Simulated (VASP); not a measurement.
# ZnMo3 (Pm-3m) in VASP: a series of runs

ZnMo3 is run at these levels: LDA, PBE; tasks: single point.

Program: VASP 6.6.1. These are calculated values, not measurements. Logs are shortened: lines on timing, memory, paths and dates and some standing lists are left out, and cuts for length are marked.

## Step 1: The cell of the first run

Symmetry: Pm-3m, No. 221, cubic system. Conventional cell: a = 3.961 Å, b = 3.961 Å, c = 3.961 Å, α = 90.00°, β = 90.00°, γ = 90.00°. Zn (site symmetry m-3m) has 12 Mo at 2.80 Å within 3.7 Å. Mo (site symmetry 4/mmm) has 4 Zn at 2.80 Å and 8 Mo at 2.80 Å within 3.7 Å.

## Step 2: Single point, LDA (strained)

Contents of INCAR:

```
SYSTEM = ZnMo3
PREC = Accurate ; ENCUT = 520
EDIFF = 1E-7 ; ISMEAR = 0
SIGMA = 0.1 ; LREAL = .False.
LASPH = .True. ; NELM = 80
ALGO = Fast ; ISIF = 2
LWAVE = .False. ; LCHARG = .False.
NBANDS = 35
```

Contents of KPOINTS:

```
Automatic mesh
0
Gamma
  10 10 10
  0 0 0
```

Contents of POSCAR:

```
ZnMo3
1.0
    3.9613713715      0.0000000000      0.0000000000
    0.0000000000      3.9613713715      0.0000000000
    0.0000000000      0.0000000000      3.9613713715
Zn Mo
1 3
Direct
    0.0000000000      0.0000000000      0.0000000000
    0.0000000000      0.5000000000      0.5000000000
    0.5000000000      0.0000000000      0.5000000000
    0.5000000000      0.5000000000      0.0000000000
```

Potentials or basis: VASP PAW LDA potentials, release 64 (Zn, Mo_sv).

Run with:

```
$ cat potpaw_LDA.64/Zn/POTCAR potpaw_LDA.64/Mo_sv/POTCAR > POTCAR
$ mpirun -np 1 vasp_std > vasp.out
```

OUTCAR:

```text
SYSTEM = ZnMo3
   PREC = Accurate
   ENCUT = 520
   EDIFF = 1E-7
   ISMEAR = 0
   LREAL = .False.
   LASPH = .True.
   NELM = 80
   ISIF = 2

 ion  position               nearest neighbor table
   1  0.000  0.000  0.000-   2 2.80   3 2.80   4 2.80   2 2.80   3 2.80   2 2.80   4 2.80   2 2.80
                             3 2.80   4 2.80   3 2.80   4 2.80
   2  0.000  0.500  0.500-   1 2.80   3 2.80   4 2.80   1 2.80   4 2.80   1 2.80   3 2.80   1 2.80
                             3 2.80   4 2.80   4 2.80   3 2.80
   3  0.500  0.000  0.500-   1 2.80   2 2.80   4 2.80   1 2.80   4 2.80   2 2.80   4 2.80   4 2.80
                             1 2.80   2 2.80   1 2.80   2 2.80
   4  0.500  0.500  0.000-   1 2.80   2 2.80   3 2.80   2 2.80   3 2.80   1 2.80   3 2.80   3 2.80
                             1 2.80   2 2.80   2 2.80   1 2.80

  LATTYP: Found a simple cubic cell.
 ALAT       =     3.9613713715

  Lattice vectors:

 A1 = (   3.9613713715,   0.0000000000,   0.0000000000)
 A2 = (   0.0000000000,   3.9613713715,   0.0000000000)
 A3 = (   0.0000000000,   0.0000000000,   3.9613713715)

Analysis of symmetry for initial positions (statically):
=====================================================================
 Subroutine PRICEL returns:
 Original cell was already a primitive cell.

 Routine SETGRP: Setting up the symmetry group for a
 simple cubic supercell.

 Subroutine GETGRP returns: Found 48 space group operations
 (whereof 48 operations were pure point group operations)
 out of a pool of 48 trial point group operations.

The static configuration has the point symmetry O_h .

Analysis of symmetry for dynamics (positions and initial velocities):
=====================================================================
 Subroutine PRICEL returns:
 Original cell was already a primitive cell.

 Routine SETGRP: Setting up the symmetry group for a
 simple cubic supercell.

 Subroutine GETGRP returns: Found 48 space group operations
 (whereof 48 operations were pure point group operations)
 out of a pool of 48 trial point group operations.

The dynamic configuration has the point symmetry O_h .

 Subroutine INISYM returns: Found 48 space group operations
 (whereof 48 operations are pure point group operations),
 and found     1 'primitive' translations

----------------------------------------------------------------------------------------

                                     Primitive cell

  volume of cell :      62.1637

  direct lattice vectors                    reciprocal lattice vectors
     3.961371371  0.000000000  0.000000000     0.252437832  0.000000000  0.000000000
     0.000000000  3.961371371  0.000000000     0.000000000  0.252437832  0.000000000
     0.000000000  0.000000000  3.961371371     0.000000000  0.000000000  0.252437832

  length of vectors
     3.961371371  3.961371371  3.961371371     0.252437832  0.252437832  0.252437832

  position of ions in fractional coordinates (direct lattice)
     0.000000000  0.000000000  0.000000000
     0.000000000  0.500000000  0.500000000
     0.500000000  0.000000000  0.500000000
     0.500000000  0.500000000  0.000000000

  ion indices of the primitive-cell ions
   primitive index   ion index
                 1           1
                 2           2
                 3           3
                 4           4

----------------------------------------------------------------------------------------

 KPOINTS: Automatic mesh

Automatic generation of k-mesh.
 Grid dimensions read from file:
 generate k-points for:   10   10   10

 Generating k-lattice:

  Cartesian coordinates                     Fractional coordinates (reciprocal lattice)
     0.025243783  0.000000000  0.000000000     0.100000000  0.000000000  0.000000000
     0.000000000  0.025243783  0.000000000     0.000000000  0.100000000  0.000000000
     0.000000000  0.000000000  0.025243783     0.000000000  0.000000000  0.100000000

  Length of vectors
     0.025243783  0.025243783  0.025243783

  Shift w.r.t. Gamma in fractional coordinates (k-lattice)
     0.000000000  0.000000000  0.000000000

 Subroutine IBZKPT returns following result:
 ===========================================

 Found     56 irreducible k-points:

 Following reciprocal coordinates:
            Coordinates               Weight
  0.000000  0.000000  0.000000      1.000000
  0.100000  0.000000  0.000000      6.000000
  0.200000  0.000000  0.000000      6.000000
  0.300000  0.000000  0.000000      6.000000
  0.400000  0.000000  0.000000      6.000000
  0.500000  0.000000  0.000000      3.000000
[... 16 lines left out ...]
  0.200000  0.100000  0.100000     24.000000
  0.300000  0.100000  0.100000     24.000000
 [... further k-points ...]
   k-points           NKPTS =     56   k-points in BZ     NKDIM =     56   number of bands    NBANDS=     35
   number of dos      NEDOS =    301   number of ions     NIONS =      4
   total plane-waves  NPLWV =  27000
   dimension x,y,z NGX =    30 NGY =   30 NGZ =   30
   dimension x,y,z NGXF=    60 NGYF=   60 NGZF=   60
   ions per type =               1   3
   NGX,Y,Z   is equivalent  to a cutoff of  12.59, 12.59, 12.59 a.u.
   NGXF,Y,Z  is equivalent  to a cutoff of  25.18, 25.18, 25.18 a.u.
 SYSTEM =  ZnMo3
   PREC   = accura    normal or accurate (medium, high low for compatibility)
   ISTART =      0    job   : 0-new  1-cont  2-samecut
   ICHARG =      2    charge: 1-file 2-atom 10-const
   ISPIN  =      1    spin polarized calculation?
   LNONCOLLINEAR =      F non collinear calculations
   LSORBIT =      F    spin-orbit coupling
   LASPH  =      T    aspherical Exc in radial PAW
   ENCUT  =  520.0 eV  38.22 Ry    6.18 a.u.   7.37  7.37  7.37*2*pi/ulx,y,z
   NELM   =     80;   NELMIN=  2; NELMDL= -5     # of ELM steps
   EDIFF  = 0.1E-06   stopping-criterion for ELM
   LREAL  =      F    real-space projection
   EDIFFG = 0.1E-05   stopping-criterion for IOM
   NSW    =      0    number of steps for IOM
   IBRION =     -1    ionic relax: 0-MD 1-quasi-New 2-CG
   NFREE  =      0    steps in history (QN), initial steepest desc. (CG)
   ISIF   =      2    stress and relaxation
   ISYM   =      2    0-nonsym 1-usesym 2-fastsym
   POTIM  = 0.5000    time-step for ionic-motion
   TEBEG  =    0.0;   TEEND  =   0.0 temperature during run
   PSTRESS=    0.0 pullay stress
   NELECT =      54.0000    total number of electrons
   NUPDOWN=      -1.0000    fix difference up-down
   EMIN   =  10.00;   EMAX   =-10.00  energy-range for DOS
   EFERMI =   0.00;   METHOD = LEGACY
   ISMEAR =     0;   SIGMA  =   0.10  broadening in eV -4-tet -1-fermi 0-gaus
   EFERMI_NEDOS =   21; number of points for ismear=-14 and -15
   IALGO  =     68    algorithm
   IMIX   =      4    mixing-type and parameters
     AMIX     =   0.40;   BMIX     =  1.00
     AMIX_MAG =   1.60;   BMIX_MAG =  1.00
  volume/ion in A,a.u.               =      15.54       104.88
  Fermi-wavevector in a.u.,A,eV,Ry     =   1.562046  2.951839 33.198054  2.439988
  Thomas-Fermi vector in A             =   2.665022
   LORBIT       =      0    0 simple, 1 ext, 2 COOP (PROOUT), +10 PAW based schemes
   GGA     = CA    functional components
   LHFCALC =     F    Hartree Fock is set to
   AEXX    =    0.0000 exact exchange contribution
   IVDW    =     0    specifies the selected vdW correction
   LEPSILON=     F    determine dielectric tensor
   LRPA    =     F    only Hartree local field effects (RPA)
 non-spin polarized calculation
 RMM-DIIS sequential band-by-band and
 Gauss-broadening in eV      SIGMA  =   0.10
  energy-cutoff  :      520.00
  volume of cell :       62.16
 maximum number of plane-waves:      1743
 NGX is ok and might be reduce to    30
   NGX = 15   NGY = 15   NGZ = 15

 number of electron      54.0000039 magnetization

 Free energy of the ion-electron system (eV)
  ---------------------------------------------------
  ext. energy  EPLUGINS =         0.00000000
  ---------------------------------------------------
  free energy    TOTEN  =       -37.45260929 eV

  energy without entropy =      -37.44246518  energy(sigma->0) =      -37.44753724

 E-fermi :   9.8901     XC(G=0): -13.2046

 val. band max:        9.8804198737   @ k =   0.5000   0.1000   0.0000
 cond. band min:       9.9004696560   @ k =   0.5000   0.5000   0.1000
 fundamental gap:      0.0200497823
 Fermi energy:         9.8900832067

 k-point     1 :       0.0000    0.0000    0.0000
  band No.  band energies     occupation
      1     -50.8231      2.00000
      2     -50.5667      2.00000
      3     -50.5667      2.00000
      4     -25.4452      2.00000
      5     -25.4452      2.00000
      6     -25.4452      2.00000
[... 27 lines left out ...]
     34      14.3769      0.00000
     35      14.3769      0.00000

 k-point     2 :       0.1000    0.0000    0.0000
  band No.  band energies     occupation
      1     -50.8176      2.00000
      2     -50.5722      2.00000
      3     -50.5666      2.00000
      4     -25.4321      2.00000
      5     -25.4321      2.00000
      6     -25.4250      2.00000
[... 27 lines left out ...]
     34      14.3838      0.00000
     35      14.3861      0.00000

 k-point     3 :       0.2000    0.0000    0.0000
  band No.  band energies     occupation
      1     -50.8017      2.00000
      2     -50.5882      2.00000
      3     -50.5663      2.00000
      4     -25.3953      2.00000
      5     -25.3953      2.00000
      6     -25.3661      2.00000
[... 27 lines left out ...]
     34      14.4148      0.00000
     35      14.8268      0.00000
[... 723 lines left out ...]
 k-point    23 :       0.2000    0.1000    0.1000
  band No.  band energies     occupation
      1     -50.7917      2.00000
      2     -50.5900      2.00000
      3     -50.5745      2.00000
      4     -25.4477      2.00000
      5     -25.3385      2.00000
      6     -25.2959      2.00000
[... 27 lines left out ...]
     34      14.0176      0.00000
     35      14.8315      0.00000

 k-point    24 :       0.3000    0.1000    0.1000
  band No.  band energies     occupation
      1     -50.7688      2.00000
      2     -50.6130      2.00000
      3     -50.5742      2.00000
      4     -25.4096      2.00000
      5     -25.2868      2.00000
      6     -25.2099      2.00000
[... 27 lines left out ...]
     34      13.8670      0.00000
     35      15.4757      0.00000

 [... further k-points ...]
[... 5 lines left out ...]
  --------------------------------------------------------------------------------------
  -------------------------------------------------------------------------------------
  Total       -5.9133703     -5.9133703     -5.9133703      0.0000000     -0.0000000      0.0000000
  in kB     -152.4084268   -152.4084268   -152.4084268      0.0000000     -0.0000000      0.0000000
  external PRESSURE =    -152.4084268 kB  Pullay stress =       0.0000000 kB

 VOLUME and BASIS-vectors are now :
 -----------------------------------------------------------------------------
  energy-cutoff  :      520.00
  volume of cell :       62.16
      direct lattice vectors                 reciprocal lattice vectors
     3.961371371  0.000000000  0.000000000     0.252437832  0.000000000  0.000000000
     0.000000000  3.961371371  0.000000000     0.000000000  0.252437832  0.000000000
     0.000000000  0.000000000  3.961371371     0.000000000  0.000000000  0.252437832

 POSITION                                       TOTAL-FORCE (eV/Angst)
 -----------------------------------------------------------------------------------
      0.00000      0.00000      0.00000         0.000000      0.000000      0.000000
      0.00000      1.98069      1.98069         0.000000      0.000000      0.000000
      1.98069      0.00000      1.98069         0.000000      0.000000      0.000000
      1.98069      1.98069      0.00000         0.000000      0.000000      0.000000
 -----------------------------------------------------------------------------------
    total drift:                                0.000000      0.000000     -0.000000

  FREE ENERGIE OF THE ION-ELECTRON SYSTEM (eV)
  ---------------------------------------------------
  free  energy   TOTEN  =       -37.4526092920 eV

  energy  without entropy=      -37.4424651828  energy(sigma->0) =      -37.44753724
```

It took 3.4 min on 1 thread of Intel Xeon 8259CL, shared host; peak memory 0.22 GiB.

What came out:

```yaml
Free_energy: -37.4526 eV
Pressure: -15.2 GPa
Band_gap_on_the_k_mesh: zero (bands 27 and 28 overlap by 1.49 eV)
```

Levels at points of the mesh, in eV from the Fermi level:
| k point | band 25 | band 26 | band 27 | band 28 | band 29 | band 30 |
| --- | --- | --- | --- | --- | --- | --- |
| (0.00, 0.00, 0.00) | 0.88 | 0.88 | 0.88 | 2.04 | 2.04 | 2.04 |
| (0.50, 0.00, 0.00) | -0.80 | -0.80 | -0.37 | 0.04 | 0.29 | 0.85 |
| (0.50, 0.50, 0.00) | -2.14 | -0.67 | -0.67 | 0.27 | 0.27 | 0.33 |
| (0.50, 0.50, 0.50) | -0.31 | -0.31 | -0.31 | 0.68 | 0.68 | 0.68 |

Caveat: the cell differs from its parent crystal (strained); the cell stands under tension.

## Step 3: Single point, PBE (strained)

Contents of INCAR:

```
SYSTEM = ZnMo3
ALGO = Fast ; EDIFF = 1E-6
ENCUT = 520 ; GGA = PE
ISIF = 2 ; ISMEAR = 0
LASPH = .TRUE. ; LCHARG = .FALSE.
LREAL = .FALSE. ; LWAVE = .FALSE.
NBANDS = 35 ; NELM = 80
PREC = Accurate ; SIGMA = 0.1
```

Contents of KPOINTS:

```
k-points
0
G
  10 10 10
  0 0 0
```

Contents of POSCAR:

```
ZnMo3
1.0
    4.0073879787      0.0000000000      0.0000000000
    0.0000000000      4.0073879787      0.0000000000
    0.0000000000      0.0000000000      4.0073879787
Zn Mo
1 3
Direct
    0.0000000000      0.0000000000      0.0000000000
    0.0000000000      0.5000000000      0.5000000000
    0.5000000000      0.0000000000      0.5000000000
    0.5000000000      0.5000000000      0.0000000000
```

Potentials or basis: VASP PAW PBE potentials, release 64 (Zn, Mo_sv).

Run with:

```
$ cat potpaw_PBE.64/Zn/POTCAR potpaw_PBE.64/Mo_sv/POTCAR > POTCAR
$ mpirun -np 1 vasp_std > vasp.out
```

Run time: 3.5 min. Hardware: 1 thread of Intel Xeon 8259CL, shared host; peak memory 0.24 GiB.

Results (log left out):

| Item | Value |
| --- | --- |
| Free energy | -33.1070 eV |
| Pressure | -10.2 GPa |
| Band gap on the k mesh | zero (bands 27 and 28 overlap by 1.44 eV) |

Levels at points of the mesh, in eV from the Fermi level:
```
           k point  band 24  band 25  band 26  band 27  band 28  band 29  band 30  band 31
(0.00, 0.00, 0.00)    -2.92     0.85     0.85     0.85     1.98     1.98     1.98     2.44
(0.50, 0.00, 0.00)    -1.33    -0.80    -0.80    -0.35     0.06     0.32     0.82     0.82
(0.50, 0.50, 0.00)    -2.12    -2.08    -0.67    -0.67     0.30     0.30     0.32     1.36
(0.50, 0.50, 0.50)    -1.15    -0.34    -0.34    -0.34     0.70     0.70     0.70     1.38
```

Caveat: the cell differs from its parent crystal (strained); the cell stands under tension.

[end of part 1 of 2]
